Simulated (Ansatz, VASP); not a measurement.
Two plane-wave programs on Hf4Cl

INCAR

```
SYSTEM = Hf4Cl
PREC     = Accurate       ! precision mode
ENCUT    = 520            ! plane-wave cutoff, eV
EDIFF    = 1E-6           ! SCF threshold, eV
ISMEAR   = 0              ! smearing method
SIGMA    = 0.1            ! smearing width, eV
LREAL    = .FALSE.        ! projectors in reciprocal space
LASPH    = .TRUE.         ! aspherical terms in the spheres
NELM     = 60             ! most SCF steps
ALGO     = Normal         ! electronic algorithm
ISIF     = 2              ! what is computed and relaxed
LWAVE    = .FALSE.        ! write WAVECAR
LCHARG   = .FALSE.        ! write CHGCAR
GGA      = PE             ! functional
NBANDS   = 58             ! bands
```

File KPOINTS:

```
Automatic mesh
0
G
  4 4 4
  0 0 0
```

File POSCAR:

```
Hf4Cl
1.0
    0.0000000000      4.1009274200      4.1009274200
    4.1009274200      0.0000000000      4.1009274200
    4.1009274200      4.1009274200      0.0000000000
Hf Cl
8 2
Direct
    0.7427949300      0.2572050700      0.2572050700
    0.2572050700      0.7427949300      0.7427949300
    0.2572050700      0.7427949300      0.2572050700
    0.7427949300      0.2572050700      0.7427949300
    0.2572050700      0.2572050700      0.7427949300
    0.7427949300      0.7427949300      0.2572050700
    0.2500000000      0.2500000000      0.2500000000
    0.7500000000      0.7500000000      0.7500000000
    0.5000000000      0.5000000000      0.5000000000
    0.0000000000      0.0000000000      0.0000000000
```

Input for Ansatz:

```yaml
crystal:
  lattice:
    - [0.0, 4.10092742, 4.10092742]
    - [4.10092742, 0.0, 4.10092742]
    - [4.10092742, 4.10092742, 0.0]
  atoms:
    - { symbol: Hf, position: [0.74279493, 0.25720507, 0.25720507] }
    - { symbol: Hf, position: [0.25720507, 0.74279493, 0.74279493] }
    - { symbol: Hf, position: [0.25720507, 0.74279493, 0.25720507] }
    - { symbol: Hf, position: [0.74279493, 0.25720507, 0.74279493] }
    - { symbol: Hf, position: [0.25720507, 0.25720507, 0.74279493] }
    - { symbol: Hf, position: [0.74279493, 0.74279493, 0.25720507] }
    - { symbol: Hf, position: [0.25, 0.25, 0.25] }
    - { symbol: Hf, position: [0.75, 0.75, 0.75] }
    - { symbol: Cl, position: [0.5, 0.5, 0.5] }
    - { symbol: Cl, position: [0.0, 0.0, 0.0] }
basis:
  ecutwfc: 420
kpoints:
  mp_grid: { grid: [4, 4, 4] }
hamiltonian:
  xc: pbe
scf:
  occupations: { method: gaussian, width: 0.1 }
  lower_state_search: "off"
output:
  forces: true
  stress: true
  eigenvalues: true
```

Alike in both runs: task single point; functional PBE; k mesh 4 × 4 × 4; occupations gaussian, width 0.1 eV; no spin polarisation.

|  | VASP | Ansatz |
| --- | --- | --- |
| version | VASP 6.6.1 | Ansatz 0.2.0 |
| potentials or method | VASP PAW PBE potentials, release 64 (Hf_pv, Cl), cutoff 520 eV | scalar-relativistic, plane waves, PAW |
| valence electrons in the cell | 94 | 222 |

Ansatz gave:

```
gap on the k mesh at the Fermi level (eV) : none
rms of the force components (eV/Å)        : 2.772
```

Question: Estimate VASP's values.

Answer: gap on the k mesh at the Fermi level (eV): none; rms of the force components (eV/Å): 2.802.

Atom by atom the forces differ by 0.030 eV/Å (rms over components). A gap of «none» marks a metal or a gap that the smearing closes. With one functional, cell and mesh, what is left measures potentials, basis and numerics. VASP's potentials hold 94 valence electrons a cell and Ansatz's 222, so a difference there can come from the potentials and not from the codes.

Spin-orbit coupling is off throughout.
